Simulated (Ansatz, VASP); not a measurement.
ZnS: VASP beside Ansatz

The input INCAR:

```
PREC     = Accurate       # precision mode
ENCUT    = 520            # plane-wave cutoff, eV
EDIFF    = 1E-6           # SCF threshold, eV
ISMEAR   = 0              # smearing method
SIGMA    = 0.1            # smearing width, eV
LREAL    = F              # projectors in reciprocal space
LASPH    = T              # aspherical terms in the spheres
NELM     = 100            # most SCF steps
ALGO     = Normal         # electronic algorithm
ISIF     = 2              # what is computed and relaxed
LWAVE    = F              # write WAVECAR
LCHARG   = F              # write CHGCAR
GGA      = PE             # functional
NBANDS   = 46             # bands
```

KPOINTS

```
Automatic mesh
0
Gamma
  4 4 6
```

Contents of POSCAR:

```
ZnS
1.0
    6.1269307400      0.0000000000      0.0000000000
    0.0000000000      6.1269307400      0.0000000000
    0.0000000000      0.0000000000      3.6772445200
Zn S
4 4
Direct
    0.6804985700      0.6804985700      0.0000000000
    0.1804985700      0.8195014300      0.5000000000
    0.8195014300      0.1804985700      0.5000000000
    0.3195014300      0.3195014300      0.0000000000
    0.8195014300      0.8195014300      0.5000000000
    0.1804985700      0.1804985700      0.5000000000
    0.6804985700      0.3195014300      0.0000000000
    0.3195014300      0.6804985700      0.0000000000
```

Input for Ansatz:

```yaml
crystal:
  lattice:
    - [6.12693074, 0.0, 0.0]
    - [0.0, 6.12693074, 0.0]
    - [0.0, 0.0, 3.67724452]
  atoms:
    - { symbol: Zn, position: [0.68049857, 0.68049857, 0.0] }
    - { symbol: Zn, position: [0.18049857, 0.81950143, 0.5] }
    - { symbol: Zn, position: [0.81950143, 0.18049857, 0.5] }
    - { symbol: Zn, position: [0.31950143, 0.31950143, 0.0] }
    - { symbol: S, position: [0.81950143, 0.81950143, 0.5] }
    - { symbol: S, position: [0.18049857, 0.18049857, 0.5] }
    - { symbol: S, position: [0.68049857, 0.31950143, 0.0] }
    - { symbol: S, position: [0.31950143, 0.68049857, 0.0] }
basis:
  ecutwfc: 420
kpoints:
  mp_grid: { grid: [4, 4, 6] }
hamiltonian:
  xc: pbe
scf:
  occupations: { method: gaussian, width: 0.1 }
  lower_state_search: "off"
output:
  forces: true
  stress: true
  eigenvalues: true
```

Alike in both runs: task single point; functional PBE; k mesh 4 × 4 × 6; occupations gaussian, width 0.1 eV; no spin polarisation.

```csv
,VASP,Ansatz
version,VASP 6.6.1,Ansatz 0.2.0
potentials or method,"VASP PAW PBE potentials, release 64 (Zn, S), cutoff 520 eV","scalar-relativistic, plane waves, PAW"
valence electrons in the cell,72,72
```

|  | VASP | Ansatz | Ansatz less VASP |
| --- | --- | --- | --- |
| gap on the k mesh at the Fermi level (eV) | 2.97 | 2.95 | -0.014 |
| least direct gap on the mesh (eV) | 2.97 | 2.95 | -0.014 |
| pressure (GPa) | 21.7 | 21.5 | -0.28 |
| traceless stress, the component that is largest in VASP (GPa) | -3.39 | -3.39 | +0.002 |
| rms of the force components (eV/Å) | 0.511 | 0.505 | -0.0058 |

Atom by atom the forces differ by 0.006 eV/Å (rms over components). With one functional, cell and mesh, what is left measures potentials, basis and numerics.
